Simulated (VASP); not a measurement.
Set up this calculation in VASP 6.6.1, as the native input.

| Item | Value |
| --- | --- |
| Task | single point |
| Functional | PBE |
| Potentials or basis | VASP PAW PBE potentials, release 64 (Al, Ni) |
| Cutoff | 520 eV |
| k mesh | 4 × 4 × 4 |
| Occupations | gaussian, width 0.1 eV |
| Spin | no spin polarisation |
| Dipole correction | no |
| Further INCAR settings | ALGO = Normal; EDIFF = 1e-06; NBANDS = 24 |

The structure of AlNi3 lies in POSCAR:

```
AlNi3
1.0
    0.0000000000      2.8018887551      2.8018887551
    2.8018887551      0.0000000000      2.8018887551
    2.8018887551      2.8018887551      0.0000000000
Al Ni
1 3
Direct
    0.5000000000      0.5000000000      0.5000000000
    0.2500000000      0.2500000000      0.2500000000
    0.0000000000      0.0000000000      0.0000000000
    0.7500000000      0.7500000000      0.7500000000
```

These files were run (other wordings do the same):

INCAR

```
SYSTEM = AlNi3
ALGO = Normal ; EDIFF = 1E-6
ENCUT = 520 ; GGA = PE
ISIF = 2 ; ISMEAR = 0
LASPH = .TRUE. ; LCHARG = .FALSE.
LREAL = .FALSE. ; LWAVE = .FALSE.
NBANDS = 24 ; NELM = 80
PREC = Accurate ; SIGMA = 0.1
```

KPOINTS

```
k-points
0
G
  4 4 4
  0 0 0
```

Potentials or basis: VASP PAW PBE potentials, release 64 (Al, Ni).

Launch:

```sh
$ cat potpaw_PBE.64/Al/POTCAR potpaw_PBE.64/Ni/POTCAR > POTCAR
$ mpirun -np 1 vasp_std > vasp.out
```

Results of the run:

```yaml
Pressure: 7.0 GPa
Band_gap_on_the_k_mesh: zero (an odd number of electrons rules out a gap without spin polarisation)
```

Caveat: the k points lie up to 0.49 Å⁻¹ apart, too coarse for converged energies and pressures of a metal.

Wall time 29 s on 1 thread of Intel Xeon 8259CL, on a shared host, peak memory 0.17 GiB.
